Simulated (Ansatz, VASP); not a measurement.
## Two plane-wave programs on Al2Cu

```xyz
3
Lattice="4.1052 0.0000 0.0000 0.0000 4.1052 0.0000 0.0000 0.0000 2.8913" Properties=species:S:1:pos:R:3 pbc="T T T"
Al    2.0526    0.0000    1.4457
Al    0.0000    2.0526    1.4457
Cu    0.0000    0.0000    0.0000
```

Alike in both runs: task single point; functional PBE; k mesh 1 × 1 × 1; occupations gaussian, width 0.1 eV; no spin polarisation.

```csv
,VASP,Ansatz
version,VASP 6.6.1,Ansatz 0.2.0
potentials or method,"VASP PAW PBE potentials, release 64 (Al, Cu), cutoff 520 eV","scalar-relativistic, plane waves, PAW"
valence electrons in the cell,17,25
```

```csv
,VASP,Ansatz,Ansatz less VASP
pressure (GPa),1.4,1.5,+0.05
"traceless stress, the component that is largest in VASP (GPa)",-94.04,-93.96,+0.074
```

With one functional, cell and mesh, what is left measures potentials, basis and numerics. VASP's potentials hold 17 valence electrons a cell and Ansatz's 25, so a difference there can come from the potentials and not from the codes.

The k mesh is coarse, so the values compare programs but aren't converged.
